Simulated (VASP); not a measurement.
A run of VASP 6.6.1 is set up as follows.

Contents of INCAR:

```
SYSTEM = CdS
PREC = Accurate
ENCUT = 520
EDIFF = 1E-6
ISMEAR = 0
SIGMA = 0.01
LREAL = .FALSE.
LASPH = .TRUE.
NELM = 80
ALGO = Normal
ISIF = 2
LWAVE = .FALSE.
LCHARG = .FALSE.
GGA = PE
NBANDS = 26
```

The input KPOINTS:

```
Automatic mesh
0
G
  6 6 4
  0 0 0
```

Contents of POSCAR:

```
CdS
1.0
    4.1541585351      0.0000000000      0.0000000000
   -2.0770792675      3.5976068227      0.0000000000
    0.0000000000      0.0000000000      6.7587351575
Cd S
2 2
Direct
    0.3333333333      0.6666666667     -0.0007933861
    0.6666666667      0.3333333333      0.4992066139
    0.3333333333      0.6666666667      0.3757933861
    0.6666666667      0.3333333333      0.8757933861
```

Potentials or basis: VASP PAW PBE potentials, release 64 (Cd, S).

The run is started by

```console
$ cat potpaw_PBE.64/Cd/POTCAR potpaw_PBE.64/S/POTCAR > POTCAR
$ mpirun -np 1 vasp_std > vasp.out
```

Problem. What does it give for the pressure?

Solution. 2.1 GPa.

Problem. What does it give for the band gap on the k mesh?

Solution. 1.19 eV, direct.

Forces in eV/Å, atoms in the order of the input:
```
Cd   0.000  0.000  0.002
Cd   0.000  0.000  0.002
S    0.000  0.000 -0.002
S    0.000  0.000 -0.002
```
